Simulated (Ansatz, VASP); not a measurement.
This is a calculation of Al for VASP 6.6.1.

The input INCAR:

```
  PREC = Accurate
  ENCUT = 520
  EDIFF = 1E-8
  ISMEAR = -1
  SIGMA = 0.02
  LREAL = False
  LASPH = True
  NELM = 100
  ALGO = Fast
  ISIF = 2
  LWAVE = False
  LCHARG = False
  GGA = RP
  IVDW = 12
  LEFG = True
  NBANDS = 8
```

KPOINTS

```
Automatic mesh
0
Gamma
  12 12 12
```

File POSCAR:

```
Al
1.0
   -1.7140883726      1.7140883726      1.7140883726
    1.7140883726     -1.7140883726      1.7140883726
    1.7140883726      1.7140883726     -1.7140883726
Al
1
Direct
    0.0000000000      0.0000000000      0.0000000000
```

Potentials or basis: VASP PAW PBE potentials, release 64 (Al).

Command:

```sh
$ cat potpaw_PBE.64/Al/POTCAR > POTCAR
$ mpirun -np 1 vasp_std > vasp.out
```

Q: Set up the same calculation for Ansatz 0.2.0. Potentials there: all-electron PAW datasets made for the crystal.

A: As run (the cutoff follows the program's own potentials):

input.yaml

```yaml
crystal:
  lattice:
    - [-1.7140883726, 1.7140883726, 1.7140883726]
    - [1.7140883726, -1.7140883726, 1.7140883726]
    - [1.7140883726, 1.7140883726, -1.7140883726]
  atoms:
    - { symbol: Al, position: [0.0, 0.0, 0.0] }
kpoints:
  mp_grid: { grid: [12, 12, 12] }
scf:
  occupations: { method: fermi_dirac, width: 0.02 }
hamiltonian:
  xc: rpbe
  dispersion: d3bj
  pseudopotentials: { kind: all_electron, datasets: crystal }
output:
  forces: true
  stress: true
  eigenvalues: true
  efg: {}
```

Potentials or basis: all-electron PAW datasets made for the crystal.

The run is started by

```sh
$ ansatz run input.yaml --threads 1 --pin off --max-ram 3072MiB --backend cpu --events-out ev --progress --plain --runs-dir out
```

Both were run:

|  | VASP | Ansatz | Ansatz less VASP |
| --- | --- | --- | --- |
| gap on the k mesh at the Fermi level (eV) | none | none | - |
| pressure (GPa) | -22.6 | -22.5 | +0.11 |

VASP's potentials were made for PBE, not for RPBE. A gap of «none» marks a metal or a gap that the smearing closes. Ansatz ran all-electron here, and VASP with PAW potentials.
